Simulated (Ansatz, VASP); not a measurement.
## Two plane-wave programs on BeZn4O

```
Be Zn O
1.0
     0.00000    3.44337    3.44337
     3.44337    0.00000    3.44337
     3.44337    3.44337    0.00000
Be Zn O
1 4 1
Direct
  0.25000 0.25000 0.25000
  0.62422 0.12733 0.62422
  0.62422 0.62422 0.12733
  0.62422 0.62422 0.62422
  0.12733 0.62422 0.62422
  0.00000 0.00000 0.00000
```

Change from the starting cell: species swapped into the YMnNi4 type (F-43m, No. 216).

Alike in both runs: task single point; functional PBE; k mesh 4 × 4 × 4; occupations gaussian, width 0.1 eV; collinear spin.

|  | VASP | Ansatz |
| --- | --- | --- |
| version | VASP 6.6.1 | Ansatz 0.2.0 |
| potentials or method | VASP PAW PBE potentials, release 64 (Be, Zn, O), cutoff 520 eV | scalar-relativistic, plane waves, PAW |
| valence electrons in the cell | 56 | 56 |

```tsv
	VASP	Ansatz	Ansatz less VASP
gap on the k mesh at the Fermi level (eV)	none	none	-
pressure (GPa)	3.6	4.0	+0.41
rms of the force components (eV/Å)	0.114	0.133	+0.0191
net moment per atom (μB)	0.00	0.24	+0.239
size of the moment on the site where the two differ most (μB)	0.00	0.73	+0.728
```

The net moments are unlike, so the other rows may belong to different states. Site moments also hang on the region over which each program counts them. Atom by atom the forces differ by 0.019 eV/Å (rms over components). A gap of «none» marks a metal or a gap that the smearing closes.

The k mesh is coarse, so the values compare programs but aren't converged.
